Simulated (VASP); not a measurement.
# PbSe (Fm-3m) in VASP: a series of runs

PbSe is run at these levels: PBE; tasks: density of states, electric field gradients.

All numbers are computed with VASP 6.6.1; they aren't measurements. Logs are shortened: lines on timing, memory, paths and dates and some standing lists are left out, and cuts for length are marked.

## Step 1: The cell of the first run

It takes space group Fm-3m (No. 225, cubic). The conventional cell has a = 6.124 Å, b = 6.124 Å, c = 6.124 Å, α = 90.00°, β = 90.00°, γ = 90.00°. Within 4.0 Å of Pb (site symmetry m-3m) lie 6 Se at 3.06 Å. Within 4.0 Å of Se (site symmetry m-3m) lie 6 Pb at 3.06 Å.

## Step 2: Density of states, PBE

File POSCAR:

```
PbSe
1.0
    0.0000000000      3.0621500000      3.0621500000
    3.0621500000      0.0000000000      3.0621500000
    3.0621500000      3.0621500000      0.0000000000
Pb Se
1 1
Direct
    0.0000000000      0.0000000000      0.0000000000
    0.5000000000      0.5000000000      0.5000000000
```

File INCAR.step1:

```
SYSTEM = PbSe
PREC     = Accurate       ! precision mode
ENCUT    = 520            ! plane-wave cutoff, eV
EDIFF    = 1E-6           ! SCF threshold, eV
ISMEAR   = -1             ! smearing method
SIGMA    = 0.01           ! smearing width, eV
LREAL    = .False.        ! projectors in reciprocal space
LASPH    = .True.         ! aspherical terms in the spheres
NELM     = 80             ! most SCF steps
ALGO     = Normal         ! electronic algorithm
ISIF     = 2              ! what is computed and relaxed
LWAVE    = .False.        ! write WAVECAR
LCHARG   = .True.         ! write CHGCAR
GGA      = PE             ! functional
NBANDS   = 17             ! bands
```

File KPOINTS.step1:

```
regular mesh
0
Gamma
  9 9 9
  0 0 0
```

File INCAR.step2:

```
SYSTEM = PbSe
PREC     = Accurate       ! precision mode
ENCUT    = 520            ! plane-wave cutoff, eV
EDIFF    = 1E-6           ! SCF threshold, eV
ISMEAR   = -5             ! smearing method
SIGMA    = 0.01           ! smearing width, eV
LREAL    = .False.        ! projectors in reciprocal space
LASPH    = .True.         ! aspherical terms in the spheres
NELM     = 80             ! most SCF steps
ALGO     = Normal         ! electronic algorithm
ISIF     = 2              ! what is computed and relaxed
LWAVE    = .False.        ! write WAVECAR
LCHARG   = .False.        ! write CHGCAR
GGA      = PE             ! functional
LORBIT   = 10             ! projections on sites
NEDOS    = 1001           ! points of the DOS
ICHARG   = 11             ! starting density
```

File KPOINTS.step2:

```
regular mesh
0
Gamma
  14 14 14
  0 0 0
```

Potentials or basis: VASP PAW PBE potentials, release 64 (Pb_d, Se).

Run with:

```sh
$ cat potpaw_PBE.64/Pb_d/POTCAR potpaw_PBE.64/Se/POTCAR > POTCAR
$ cp INCAR.step1 INCAR
$ cp KPOINTS.step1 KPOINTS
$ mpirun -np 1 vasp_std > vasp.out
$ cp INCAR.step2 INCAR
$ cp KPOINTS.step2 KPOINTS
$ mpirun -np 1 vasp_std > vasp.out
```

OUTCAR:

```text
SYSTEM = PbSe
   PREC = Accurate
   ENCUT = 520
   EDIFF = 1E-6
   ISMEAR = -5
   LREAL = .False.
   LASPH = .True.
   NELM = 80
   ISIF = 2
   GGA = PE
   LORBIT = 10
   ICHARG = 11

 ion  position               nearest neighbor table
   1  0.000  0.000  0.000-   2 3.06   2 3.06   2 3.06   2 3.06   2 3.06   2 3.06
   2  0.500  0.500  0.500-   1 3.06   1 3.06   1 3.06   1 3.06   1 3.06   1 3.06

  LATTYP: Found a face centered cubic cell.
 ALAT       =     6.1243000000

  Lattice vectors:

 A1 = (   0.0000000000,   3.0621500000,   3.0621500000)
 A2 = (   3.0621500000,   0.0000000000,   3.0621500000)
 A3 = (   3.0621500000,   3.0621500000,   0.0000000000)

Analysis of symmetry for initial positions (statically):
=====================================================================
 Subroutine PRICEL returns:
 Original cell was already a primitive cell.

 Routine SETGRP: Setting up the symmetry group for a
 face centered cubic supercell.

 Subroutine GETGRP returns: Found 48 space group operations
 (whereof 48 operations were pure point group operations)
 out of a pool of 48 trial point group operations.

The static configuration has the point symmetry O_h .

Analysis of symmetry for dynamics (positions and initial velocities):
=====================================================================
 Subroutine PRICEL returns:
 Original cell was already a primitive cell.

 Routine SETGRP: Setting up the symmetry group for a
 face centered cubic supercell.

 Subroutine GETGRP returns: Found 48 space group operations
 (whereof 48 operations were pure point group operations)
 out of a pool of 48 trial point group operations.

The dynamic configuration has the point symmetry O_h .

 Subroutine INISYM returns: Found 48 space group operations
 (whereof 48 operations are pure point group operations),
 and found     1 'primitive' translations

----------------------------------------------------------------------------------------

                                     Primitive cell

  volume of cell :      57.4261

  direct lattice vectors                    reciprocal lattice vectors
     0.000000000  3.062150000  3.062150000    -0.163283967  0.163283967  0.163283967
     3.062150000  0.000000000  3.062150000     0.163283967 -0.163283967  0.163283967
     3.062150000  3.062150000  0.000000000     0.163283967  0.163283967 -0.163283967

  length of vectors
     4.330534060  4.330534060  4.330534060     0.282816127  0.282816127  0.282816127

  position of ions in fractional coordinates (direct lattice)
     0.000000000  0.000000000  0.000000000
     0.500000000  0.500000000  0.500000000

  ion indices of the primitive-cell ions
   primitive index   ion index
                 1           1
                 2           2

----------------------------------------------------------------------------------------

 KPOINTS: regular mesh

Automatic generation of k-mesh.
 Grid dimensions read from file:
 generate k-points for:   14   14   14

 Generating k-lattice:

  Cartesian coordinates                     Fractional coordinates (reciprocal lattice)
    -0.011663141  0.011663141  0.011663141     0.071428571  0.000000000  0.000000000
     0.011663141 -0.011663141  0.011663141     0.000000000  0.071428571  0.000000000
     0.011663141  0.011663141 -0.011663141     0.000000000  0.000000000  0.071428571

  Length of vectors
     0.020201152  0.020201152  0.020201152

  Shift w.r.t. Gamma in fractional coordinates (k-lattice)
     0.000000000  0.000000000  0.000000000

 TETIRR: Found    389 inequivalent tetrahedra from    16464

 Subroutine IBZKPT returns following result:
 ===========================================

 Found    104 irreducible k-points:

 Following reciprocal coordinates:
            Coordinates               Weight
  0.000000  0.000000  0.000000      1.000000
  0.071429  0.000000  0.000000      8.000000
  0.142857  0.000000  0.000000      8.000000
  0.214286  0.000000  0.000000      8.000000
  0.285714  0.000000  0.000000      8.000000
  0.357143  0.000000  0.000000      8.000000
[... 16 lines left out ...]
  0.214286  0.142857  0.000000     24.000000
  0.285714  0.142857  0.000000     24.000000
 [... further k-points ...]
   k-points           NKPTS =    104   k-points in BZ     NKDIM =    104   number of bands    NBANDS=     14
   number of dos      NEDOS =   1001   number of ions     NIONS =      2
   total plane-waves  NPLWV =  32768
   dimension x,y,z NGX =    32 NGY =   32 NGZ =   32
   dimension x,y,z NGXF=    64 NGYF=   64 NGZF=   64
   ions per type =               1   1
   NGX,Y,Z   is equivalent  to a cutoff of  12.28, 12.28, 12.28 a.u.
   NGXF,Y,Z  is equivalent  to a cutoff of  24.57, 24.57, 24.57 a.u.
 SYSTEM =  PbSe
   PREC   = accura    normal or accurate (medium, high low for compatibility)
   ISTART =      0    job   : 0-new  1-cont  2-samecut
   ICHARG =     11    charge: 1-file 2-atom 10-const
   ISPIN  =      1    spin polarized calculation?
   LNONCOLLINEAR =      F non collinear calculations
   LSORBIT =      F    spin-orbit coupling
   LASPH  =      T    aspherical Exc in radial PAW
   ENCUT  =  520.0 eV  38.22 Ry    6.18 a.u.   8.05  8.05  8.05*2*pi/ulx,y,z
   NELM   =     80;   NELMIN=  2; NELMDL=  0     # of ELM steps
   EDIFF  = 0.1E-05   stopping-criterion for ELM
   LREAL  =      F    real-space projection
   EDIFFG = 0.1E-04   stopping-criterion for IOM
   NSW    =      0    number of steps for IOM
   IBRION =     -1    ionic relax: 0-MD 1-quasi-New 2-CG
   NFREE  =      0    steps in history (QN), initial steepest desc. (CG)
   ISIF   =      2    stress and relaxation
   ISYM   =      2    0-nonsym 1-usesym 2-fastsym
   POTIM  = 0.5000    time-step for ionic-motion
   TEBEG  =    0.0;   TEEND  =   0.0 temperature during run
   PSTRESS=    0.0 pullay stress
   NELECT =      20.0000    total number of electrons
   NUPDOWN=      -1.0000    fix difference up-down
   EMIN   =  10.00;   EMAX   =-10.00  energy-range for DOS
   EFERMI =   0.00;   METHOD = LEGACY
   ISMEAR =    -5;   SIGMA  =   0.01  broadening in eV -4-tet -1-fermi 0-gaus
   EFERMI_NEDOS =   21; number of points for ismear=-14 and -15
   IALGO  =     38    algorithm
   IMIX   =      4    mixing-type and parameters
     AMIX     =   0.40;   BMIX     =  1.00
     AMIX_MAG =   1.60;   BMIX_MAG =  1.00
  volume/ion in A,a.u.               =      28.71       193.77
  Fermi-wavevector in a.u.,A,eV,Ry     =   1.151812  2.176610 18.050462  1.326672
  Thomas-Fermi vector in A             =   2.288467
   LORBIT       =     10    0 simple, 1 ext, 2 COOP (PROOUT), +10 PAW based schemes
   GGA     = PE    functional components
   LHFCALC =     F    Hartree Fock is set to
   AEXX    =    0.0000 exact exchange contribution
   IVDW    =     0    specifies the selected vdW correction
   LEPSILON=     F    determine dielectric tensor
   LRPA    =     F    only Hartree local field effects (RPA)
 non-spin polarized calculation
 Fermi weights with tetrahedron method with Bloechl corrections
  energy-cutoff  :      520.00
  volume of cell :       57.43
 maximum number of plane-waves:      1572

 number of electron      20.0000000 magnetization

 Free energy of the ion-electron system (eV)
  ---------------------------------------------------
  ext. energy  EPLUGINS =         0.00000000
  ---------------------------------------------------
  free energy    TOTEN  =        -8.17863917 eV

  energy without entropy =       -8.17863917  energy(sigma->0) =       -8.17863917

 E-fermi :   5.0539     XC(G=0):  -9.5236

 val. band max:        5.0499085268   @ k =   0.5000   0.0000   0.0000
 cond. band min:       5.3463437639   @ k =   0.5000   0.0000   0.0000
 fundamental gap:      0.2964352371
 Fermi energy:         5.0539444642

 k-point     1 :       0.0000    0.0000    0.0000
  band No.  band energies     occupation
      1     -11.7824      2.00000
      2     -11.7824      2.00000
      3     -11.7824      2.00000
      4     -11.7820      2.00000
      5     -11.7820      2.00000
      6      -8.5313      2.00000
      7      -1.2560      2.00000
      8       3.1785      2.00000
      9       3.1785      2.00000
     10       3.1785      2.00000
     11       9.7590      0.00000
     12       9.7590      0.00000
     13       9.7590      0.00000
     14      11.5698      0.00000

 k-point     2 :       0.0714    0.0000    0.0000
  band No.  band energies     occupation
      1     -11.7833      2.00000
      2     -11.7833      2.00000
      3     -11.7822      2.00000
      4     -11.7807      2.00000
      5     -11.7807      2.00000
      6      -8.4923      2.00000
      7      -1.3924      2.00000
      8       3.1919      2.00000
      9       3.1919      2.00000
     10       3.2761      2.00000
     11       9.3243      0.00000
     12       9.5026      0.00000
     13       9.5026      0.00000
     14      11.4859      0.00000

 k-point     3 :       0.1429    0.0000    0.0000
  band No.  band energies     occupation
      1     -11.7867      2.00000
      2     -11.7867      2.00000
      3     -11.7817      2.00000
      4     -11.7762      2.00000
      5     -11.7762      2.00000
      6      -8.3780      2.00000
      7      -1.7555      2.00000
      8       3.2319      2.00000
      9       3.2319      2.00000
     10       3.5253      2.00000
     11       8.4765      0.00000
     12       8.9268      0.00000
     13       8.9268      0.00000
     14      11.3757      0.00000
[... 324 lines left out ...]
 k-point    23 :       0.2143    0.1429    0.0000
  band No.  band energies     occupation
      1     -11.8038      2.00000
      2     -11.7865      2.00000
      3     -11.7797      2.00000
      4     -11.7703      2.00000
      5     -11.7681      2.00000
      6      -8.1881      2.00000
      7      -2.0801      2.00000
      8       2.7931      2.00000
      9       2.8189      2.00000
     10       4.2318      2.00000
     11       6.9361      0.00000
     12       9.2993      0.00000
     13       9.4343      0.00000
     14      10.4070      0.00000

 k-point    24 :       0.2857    0.1429    0.0000
  band No.  band energies     occupation
      1     -11.8119      2.00000
      2     -11.7854      2.00000
      3     -11.7835      2.00000
      4     -11.7661      2.00000
      5     -11.7605      2.00000
      6      -7.9950      2.00000
      7      -2.4706      2.00000
      8       2.7588      2.00000
      9       2.8242      2.00000
     10       4.1024      2.00000
     11       6.7876      0.00000
     12       8.7816      0.00000
     13       9.0157      0.00000
     14      10.6089      0.00000

 [... further k-points ...]
[... 5 lines left out ...]
  --------------------------------------------------------------------------------------
  -------------------------------------------------------------------------------------
  Total        0.8489147      0.8489147      0.8489147      0.0000000     -0.0000000      0.0000000
  in kB       23.6845567     23.6845567     23.6845567      0.0000000     -0.0000000      0.0000000
  external PRESSURE =      23.6845567 kB  Pullay stress =       0.0000000 kB

 VOLUME and BASIS-vectors are now :
 -----------------------------------------------------------------------------
  energy-cutoff  :      520.00
  volume of cell :       57.43
      direct lattice vectors                 reciprocal lattice vectors
     0.000000000  3.062150000  3.062150000    -0.163283967  0.163283967  0.163283967
     3.062150000  0.000000000  3.062150000     0.163283967 -0.163283967  0.163283967
     3.062150000  3.062150000  0.000000000     0.163283967  0.163283967 -0.163283967

 POSITION                                       TOTAL-FORCE (eV/Angst)
 -----------------------------------------------------------------------------------
      0.00000      0.00000      0.00000         0.000000     -0.000000     -0.000000
      3.06215      3.06215      3.06215         0.000000      0.000000      0.000000
 -----------------------------------------------------------------------------------
    total drift:                                0.000000     -0.000000     -0.000000

  FREE ENERGIE OF THE ION-ELECTRON SYSTEM (eV)
  ---------------------------------------------------
  free  energy   TOTEN  =        -8.1786391733 eV

  energy  without entropy=       -8.1786391733  energy(sigma->0) =       -8.17863917

 total charge

# of ion       s       p       d       tot
------------------------------------------
    1        1.477   0.535   9.841  11.853
    2        1.467   2.336   0.017   3.820
--------------------------------------------------
tot          2.944   2.871   9.858  15.673
```

Run time: 40 s. Hardware: 1 thread of Intel Xeon 6975P-C, shared host; peak memory 0.24 GiB.

What came out:

* Valence electrons inside the program's atomic spheres: Pb 11.85; Se 3.82

Levels at points of the mesh, in eV from the Fermi level:
```
           k point  band 8  band 9  band 10  band 11  band 12  band 13
(0.00, 0.00, 0.00)   -1.88   -1.88    -1.88     4.71     4.71     4.71
(0.50, 0.00, 0.00)   -1.47   -1.47     0.00     0.29     1.70     1.70
(0.50, 0.50, 0.00)   -4.98   -3.23    -3.23     3.70     5.60     5.60
```

Caveat: this odd mesh misses L, where the gap lies, so gap, dielectric constants and Born charges aren't listed; spin-orbit coupling is left out, which moves the levels of the heavy elements.

## Step 3: Electric field gradients, PBE (volume scaled by 0.94)

File INCAR:

```
PREC     = Accurate       # precision mode
ENCUT    = 520            # plane-wave cutoff, eV
EDIFF    = 1E-8           # SCF threshold, eV
ISMEAR   = -1             # smearing method
SIGMA    = 0.01           # smearing width, eV
LREAL    = F              # projectors in reciprocal space
LASPH    = T              # aspherical terms in the spheres
NELM     = 60             # most SCF steps
ALGO     = Normal         # electronic algorithm
ISIF     = 2              # what is computed and relaxed
LWAVE    = F              # write WAVECAR
LCHARG   = F              # write CHGCAR
GGA      = PE             # functional
LEFG     = T            
NBANDS   = 17             # bands
```

File KPOINTS:

```
regular mesh
0
Gamma
  9 9 9
```

File POSCAR:

```
PbSe
1.0
    0.0000000000      2.9996396028      2.9996396028
    2.9996396028      0.0000000000      2.9996396028
    2.9996396028      2.9996396028      0.0000000000
Pb Se
1 1
Direct
    0.0000000000      0.0000000000      0.0000000000
    0.5000000000      0.5000000000      0.5000000000
```

Potentials or basis: VASP PAW PBE potentials, release 64 (Pb_d, Se).

Run with:

```sh
$ cat potpaw_PBE.64/Pb_d/POTCAR potpaw_PBE.64/Se/POTCAR > POTCAR
$ mpirun -np 1 vasp_std > vasp.out
```

OUTCAR:

```text
PREC = Accurate
   ENCUT = 520
   EDIFF = 1E-8
   ISMEAR = -1
   LREAL = F
   LASPH = T
   NELM = 60
   ISIF = 2
   GGA = PE

 ion  position               nearest neighbor table
   1  0.000  0.000  0.000-   2 3.00   2 3.00   2 3.00   2 3.00   2 3.00   2 3.00
   2  0.500  0.500  0.500-   1 3.00   1 3.00   1 3.00   1 3.00   1 3.00   1 3.00

  LATTYP: Found a face centered cubic cell.
 ALAT       =     5.9992792056

  Lattice vectors:

 A1 = (   0.0000000000,   2.9996396028,   2.9996396028)
 A2 = (   2.9996396028,   0.0000000000,   2.9996396028)
[... 691 lines left out ...]
  ---------------------------------------------------
  free  energy   TOTEN  =        -8.0880555072 eV

  energy  without entropy=       -8.0880555072  energy(sigma->0) =       -8.08805551

 Electric field gradients (V/A^2)
---------------------------------------------------------------------
 ion       V_xx      V_yy      V_zz      V_xy      V_xz      V_yz
---------------------------------------------------------------------
   1       0.000     0.000    -0.000    -0.001    -0.001    -0.001
   2       0.000    -0.000    -0.000    -0.000    -0.000    -0.000
---------------------------------------------------------------------

 Electric field gradients after diagonalization (V/A^2)
 (convention: |V_zz| > |V_xx| > |V_yy|)
----------------------------------------------------------------------
 ion       V_xx      V_yy      V_zz     asymmetry (V_yy - V_xx)/ V_zz
----------------------------------------------------------------------
   1       0.001     0.001    -0.002       0.000
   2       0.000     0.000    -0.000       0.000
----------------------------------------------------------------------

           NMR quadrupolar parameters

 Cq : quadrupolar parameter    Cq=e*Q*V_zz/h
 eta: asymmetry parameters     (V_yy - V_xx)/ V_zz
 Q  : nuclear electric quadrupole moment in mb (millibarn)
----------------------------------------------------------------------
 ion       Cq(MHz)       eta       Q (mb)
----------------------------------------------------------------------
   1      -0.000       0.000       1.000
   2      -0.000       0.000       1.000
----------------------------------------------------------------------
```

stdout:

```text
POSCAR found type information on POSCAR PbSe
 POSCAR found :  2 types and       2 ions
 scaLAPACK will be used
 LDA part: xc-table for (Slater+PW92), standard interpolation
 POSCAR, INCAR and KPOINTS ok, starting setup
 FFT: planning ... GRIDC
 FFT: planning ... GRID_SOFT
 FFT: planning ... GRID
 WAVECAR not read
 entering main loop
ion   1

ion   2
```

Wall time 58 s (1 thread of AMD EPYC 7R13, shared host); peak memory 0.16 GiB.

What came out:

```yaml
Free_energy: -8.0881 eV
Pressure: 6.3 GPa
```

Levels at points of the mesh, in eV from the Fermi level:
| k point | band 7 | band 8 | band 9 | band 10 | band 11 | band 12 | band 13 | band 14 |
| --- | --- | --- | --- | --- | --- | --- | --- | --- |
| (0.00, 0.00, 0.00) | -6.25 | -2.21 | -2.21 | -2.21 | 4.80 | 4.80 | 4.80 | 6.33 |

Caveat: this odd mesh misses L, where the gap lies, so gap, dielectric constants and Born charges aren't listed; without QUAD_EFG the Cq values of the log hold for a quadrupole moment of 1 mb, not for the nuclei; spin-orbit coupling is left out, which moves the levels of the heavy elements.

(Part 1 of 3 ends here.)
